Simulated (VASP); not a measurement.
A run of VASP 6.6.1 is set up as follows.

Contents of INCAR:

```
SYSTEM = Ge
PREC = Accurate
ENCUT = 520
EDIFF = 1E-6
ISMEAR = -1
SIGMA = 0.05
LREAL = .False.
LASPH = .True.
NELM = 100
ALGO = Normal
ISIF = 2
LWAVE = .False.
LCHARG = .False.
GGA = B5
ALDAX = 1.0
AGGAX = 1.0
AGGAC = 1.0
ALDAC = 0.0
NBANDS = 13
```

Contents of KPOINTS:

```
Automatic mesh
0
Gamma
  11 11 10
  0 0 0
```

The input POSCAR:

```
Ge
1.0
    1.4853477141     -2.5726997706      0.0000000000
    1.4853477141      2.5726997706      0.0000000000
    0.0000000000      0.0000000000      2.8067266727
Ge
1
Direct
    0.5000000000      0.5000000000      0.0000000000
```

Potentials or basis: VASP PAW PBE potentials, release 64 (Ge_d).

Launch:

```bash
$ cat potpaw_PBE.64/Ge_d/POTCAR > POTCAR
$ mpirun -np 1 vasp_std > vasp.out
```

Predict the pressure.

0.0 GPa.

Predict the band gap on the k mesh.

zero (band 7 reaches 11.53 eV, above the bottom of band 8 at 3.90 eV).

Caveat: the PAW data sets were made with another functional, which shifts forces and pressure a little.
